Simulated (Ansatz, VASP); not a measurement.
Os in VASP and in Ansatz

```
Os
1.0
     3.83638    0.00000    0.00000
    -1.91819    3.32240    0.00000
     0.00000    0.00000    6.73031
Os
4
Direct
  0.33333 0.66667 0.43450
  0.66667 0.33333 0.93450
  0.66667 0.33333 0.56550
  0.33333 0.66667 0.06550
```

Alike in both runs: functional PBE; k mesh 12 × 12 × 6; occupations gaussian, width 0.1 eV; no spin polarisation.

Ansatz relaxed the structure, and its values are those at the end. VASP's run is a single point on that final structure, the one shown.

|  | VASP | Ansatz |
| --- | --- | --- |
| version | VASP 6.6.1 | Ansatz 0.2.0 |
| potentials or method | VASP PAW PBE potentials, release 64 (Os), cutoff 520 eV | scalar-relativistic, plane waves, PAW |
| valence electrons in the cell | 32 | 64 |

```csv
,VASP,Ansatz,Ansatz less VASP
gap on the k mesh at the Fermi level (eV),none,none,-
pressure (GPa),-1.1,0.0,+1.15
rms of the force components (eV/Å),0.033,0.001,-0.0324
```

A gap of «none» marks a metal or a gap that the smearing closes. With one functional, cell and mesh, what is left measures potentials, basis and numerics. VASP's potentials hold 32 valence electrons a cell and Ansatz's 64, so a difference there can come from the potentials and not from the codes.

Neither program's run includes spin-orbit coupling.
